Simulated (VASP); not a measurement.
A run of VASP 6.6.1 is set up as follows.

INCAR

```
PREC = Accurate ; ENCUT = 520
EDIFF = 1E-7 ; ISMEAR = -1
SIGMA = 0.1 ; LREAL = F
LASPH = T ; NELM = 60
ALGO = Normal ; ISIF = 2
LWAVE = F ; LCHARG = F
GGA = PE ; NBANDS = 19
```

File KPOINTS:

```
regular mesh
0
Gamma
  20 20 9
```

POSCAR

```
Cd
1.0
    3.0401979325      0.0000000000      0.0000000000
   -1.5200989662      2.6328886421      0.0000000000
    0.0000000000      0.0000000000      6.0041416502
Cd
2
Direct
    0.3333333333      0.6666666667      0.2500000000
    0.6666666667      0.3333333333      0.7500000000
```

Potentials or basis: VASP PAW PBE potentials, release 64 (Cd).

Command:

```sh
$ cat potpaw_PBE.64/Cd/POTCAR > POTCAR
$ mpirun -np 1 vasp_std > vasp.out
```

Task: What does it give for the band gap on the k mesh?

Result: Zero (bands 12 and 13 overlap by 4.06 eV).

Task: Estimate the pressure.

Result: -1.2 GPa.

Stress tensor (GPa, compression positive):
```
-1.28  0.00  0.00
 0.00 -1.28  0.00
 0.00  0.00 -1.17
```
